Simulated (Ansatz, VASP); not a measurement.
AlC2: VASP beside Ansatz

The input INCAR:

```
PREC     = Accurate       # precision mode
ENCUT    = 600            # plane-wave cutoff, eV
EDIFF    = 1E-7           # SCF threshold, eV
ISMEAR   = 0              # smearing method
SIGMA    = 0.1            # smearing width, eV
LREAL    = False          # projectors in reciprocal space
LASPH    = True           # aspherical terms in the spheres
NELM     = 100            # most SCF steps
ALGO     = Normal         # electronic algorithm
ISIF     = 3              # what is computed and relaxed
LWAVE    = False          # write WAVECAR
LCHARG   = False          # write CHGCAR
GGA      = PE             # functional
IBRION   = 2              # ionic algorithm
NSW      = 90             # ionic steps
EDIFFG   = -0.04          # ionic threshold
```

File KPOINTS:

```
Automatic mesh
0
Gamma
  6 6 6
```

Contents of POSCAR:

```
AlC2
1.0
   -2.6387889762      2.6387889762      2.1965309974
    2.6387889762     -2.6387889762      2.1965309974
    2.6387889762      2.6387889762     -2.1965309974
Al C
2 4
Direct
    0.2500000000      0.2500000000      0.0000000000
    0.7500000000      0.7500000000      0.0000000000
    0.6670000000      0.1670000000      0.8340000000
    0.1670000000      0.3330000000      0.5000000000
    0.3330000000      0.8330000000      0.1660000000
    0.8330000000      0.6670000000      0.5000000000
```

Input for Ansatz:

```yaml
crystal:
  lattice:
    - [-2.6387889762, 2.6387889762, 2.1965309974]
    - [2.6387889762, -2.6387889762, 2.1965309974]
    - [2.6387889762, 2.6387889762, -2.1965309974]
  atoms:
    - { symbol: Al, position: [0.25, 0.25, 0.0] }
    - { symbol: Al, position: [0.75, 0.75, 0.0] }
    - { symbol: C, position: [0.667, 0.167, 0.834] }
    - { symbol: C, position: [0.167, 0.333, 0.5] }
    - { symbol: C, position: [0.333, 0.833, 0.166] }
    - { symbol: C, position: [0.833, 0.667, 0.5] }
basis:
  ecutwfc: 420
kpoints:
  mp_grid: { grid: [6, 6, 6] }
hamiltonian:
  xc: pbe
scf:
  occupations: { method: gaussian, width: 0.1 }
  lower_state_search: "off"
output:
  forces: true
  stress: true
  eigenvalues: true
relax:
  adjacent_minimum: "off"
  f_tol: 0.04
  max_steps: 70
  cell: { stress_tol: 0.4 }
```

Alike in both runs: task relaxation of cell and atoms; functional PBE; k mesh 6 × 6 × 6; occupations gaussian, width 0.1 eV; no spin polarisation.

|  | VASP | Ansatz |
| --- | --- | --- |
| version | VASP 6.6.1 | Ansatz 0.2.0 |
| potentials or method | VASP PAW PBE potentials, release 64 (Al, C), cutoff 600 eV | scalar-relativistic, plane waves, PAW |
| valence electrons in the cell | 22 | 22 |

|  | VASP | Ansatz | Ansatz less VASP |
| --- | --- | --- | --- |
| gap on the k mesh at the Fermi level, each at its own relaxed structure (eV) | none | none | - |
| relaxed volume (Å³/atom) | 8.43 | 9.88 | +1.448 |
| relaxed length of the cell vector where the two differ most in proportion (Å) | 4.208 | 4.280 | +0.0716 |

A gap of «none» marks a metal or a gap that the smearing closes. One of these differences is far larger than is usual between the two programs; its cause wasn't traced.

Noted on VASP's run: the volume moved by over 15 % at a fixed basis, so the end points are rough.
